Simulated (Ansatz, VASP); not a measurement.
# One calculation of SiC, two programs

File INCAR:

```
ALGO = Normal
EDIFF = 1E-7
ENCUT = 520
GGA = PE
ISIF = 2
ISMEAR = 0
LASPH = T
LCHARG = F
LREAL = F
LWAVE = F
NBANDS = 26
NELM = 80
PREC = Accurate
SIGMA = 0.05
```

Contents of KPOINTS:

```
k-points
0
Gamma
  12 12 4
```

The input POSCAR:

```
SiC
1.0
    2.9497000000      0.0000000000      0.0000000000
   -1.4748500000      2.5545151336      0.0000000000
    0.0000000000      0.0000000000     10.1291708101
Si C
4 4
Direct
    0.6666666667      0.3333333333      0.9378436843
    0.3333333333      0.6666666667      0.4378436843
    0.0000000000      0.0000000000      0.6878989045
    0.0000000000      0.0000000000      0.1878989045
    0.6666666667      0.3333333333      0.7498087506
    0.3333333333      0.6666666667      0.2498087506
    0.0000000000      0.0000000000      0.5004476606
    0.0000000000      0.0000000000      0.0004476606
```

Input for Ansatz:

```yaml
crystal:
  lattice:
    - [2.9497, 0.0, 0.0]
    - [-1.47485, 2.5545151336, 0.0]
    - [0.0, 0.0, 10.1291708101]
  atoms:
    - { symbol: Si, position: [0.6666666667, 0.3333333333, 0.9378436843] }
    - { symbol: Si, position: [0.3333333333, 0.6666666667, 0.4378436843] }
    - { symbol: Si, position: [0.0, 0.0, 0.6878989045] }
    - { symbol: Si, position: [0.0, 0.0, 0.1878989045] }
    - { symbol: C, position: [0.6666666667, 0.3333333333, 0.7498087506] }
    - { symbol: C, position: [0.3333333333, 0.6666666667, 0.2498087506] }
    - { symbol: C, position: [0.0, 0.0, 0.5004476606] }
    - { symbol: C, position: [0.0, 0.0, 0.0004476606] }
basis:
  ecutwfc: 520.0
kpoints:
  mp_grid: { grid: [12, 12, 4] }
hamiltonian:
  xc: pbe
  pseudopotentials: { kind: paw, azcp: { folder: soft_1 } }
scf:
  occupations: { method: gaussian, width: 0.05 }
output:
  forces: true
  stress: true
  eigenvalues: true
```

Alike in both runs: task single point; functional PBE; k mesh 12 × 12 × 4; occupations gaussian, width 0.05 eV; no spin polarisation.

|  | VASP | Ansatz |
| --- | --- | --- |
| version | VASP 6.6.1 | Ansatz 0.2.0 |
| potentials or method | VASP PAW PBE potentials, release 64 (Si, C), cutoff 520 eV | scalar-relativistic, plane waves, PAW |
| valence electrons in the cell | 32 | 32 |

Ansatz gave:

* gap on the k mesh at the Fermi level (eV): 1.97
* least direct gap on the mesh (eV): 3.27
* pressure (GPa): 25.5
* traceless stress, the component that is largest in VASP (GPa): -21.24
* rms of the force components (eV/Å): 0.356

Task: Which values does VASP return?

Result: gap on the k mesh at the Fermi level (eV): 1.97; least direct gap on the mesh (eV): 3.26; pressure (GPa): 25.4; traceless stress, the component that is largest in VASP (GPa): -21.31; rms of the force components (eV/Å): 0.355.

Atom by atom the forces differ by 0.002 eV/Å (rms over components).
